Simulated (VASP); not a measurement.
A run of VASP 6.6.1 is set up as follows.

Contents of INCAR:

```
SYSTEM = FeCo4
  PREC = Accurate
  ENCUT = 690
  EDIFF = 1E-6
  ISMEAR = 0
  SIGMA = 0.1
  LREAL = .False.
  LASPH = .True.
  NELM = 200
  ALGO = Normal
  ISIF = 2
  LWAVE = .False.
  LCHARG = .True.
  ISPIN = 2
  MAGMOM = 4 4 3 3 3 3 3 3 3 3
  LORBIT = 11
  LMAXMIX = 4
  GGA = PE
  LELF = .True.
  LVHAR = .True.
  NBANDS = 99
  GGA_COMPAT = .False.
```

Contents of KPOINTS:

```
Automatic mesh
0
Gamma
  6 6 1
  0 0 0
```

The input POSCAR:

```
FeCo4
1.0
    2.4958267700      0.0000000000      0.0000000000
   -1.2479133800      2.1614493800      0.0000000000
    0.0000000000      0.0000000000     19.7162187300
Fe Co
2 8
Direct
    0.3333333300      0.6666666700      0.2500000000
    0.6666666700      0.3333333300      0.7500000000
    0.3333333300      0.6666666700      0.0500000000
    0.3333333300      0.6666666700      0.4500000000
    0.3333333300      0.6666666700      0.6500000000
    0.3333333300      0.6666666700      0.8500000000
    0.6666666700      0.3333333300      0.1500000000
    0.6666666700      0.3333333300      0.3500000000
    0.6666666700      0.3333333300      0.5500000000
    0.6666666700      0.3333333300      0.9500000000
```

Potentials or basis: VASP PAW PBE potentials, release 64 (Fe_sv, Co_sv).

Run with:

```console
$ cat potpaw_PBE.64/Fe_sv/POTCAR potpaw_PBE.64/Co_sv/POTCAR > POTCAR
$ mpirun -np 1 vasp_std > vasp.out
```

(1) Predict the largest force.

(2) Estimate the site moments.

## Answers

(1) 0.396 eV/Å.

(2) Fe +2.27; Co +1.70 μB.

Caveat: the k points lie up to 0.48 Å⁻¹ apart.
